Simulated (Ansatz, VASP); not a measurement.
# One calculation of AgCl, two programs

```
Ag Cl
1.0
     0.00000    2.64170    2.67731
     2.64170    0.00000    2.67731
     2.64170    2.64170    0.00000
Ag Cl
1 1
Direct
  0.50000 0.50000 0.50000
  0.00000 0.00000 0.00000
```

Change from the starting cell: mode 5 frozen in at -0.000 Å, equal normal strain along x and y -0.0133.

Alike in both runs: task single point; functional LDA; k mesh 10 × 10 × 10; occupations gaussian, width 0.05 eV; no spin polarisation.

```csv
,VASP,Ansatz
version,VASP 6.6.1,Ansatz 0.2.0
potentials or method,"VASP PAW LDA potentials, release 64 (Ag, Cl), cutoff 520 eV","scalar-relativistic, plane waves, PAW"
valence electrons in the cell,18,26
```

Ansatz gave:

| Quantity | Value |
| --- | --- |
| gap on the k mesh at the Fermi level (eV) | 0.59 |
| least direct gap on the mesh (eV) | 3.39 |
| pressure (GPa) | 2.0 |
| traceless stress, the component that is largest in VASP (GPa) | -0.49 |

Q: Which values does VASP return?

A: gap on the k mesh at the Fermi level (eV): 0.62; least direct gap on the mesh (eV): 3.42; pressure (GPa): 2.0; traceless stress, the component that is largest in VASP (GPa): -0.49.

LDA's correlation is that of Perdew and Zunger in VASP and of Perdew and Wang (1992) in Ansatz. VASP's potentials hold 18 valence electrons a cell and Ansatz's 26, so a difference there can come from the potentials and not from the codes.
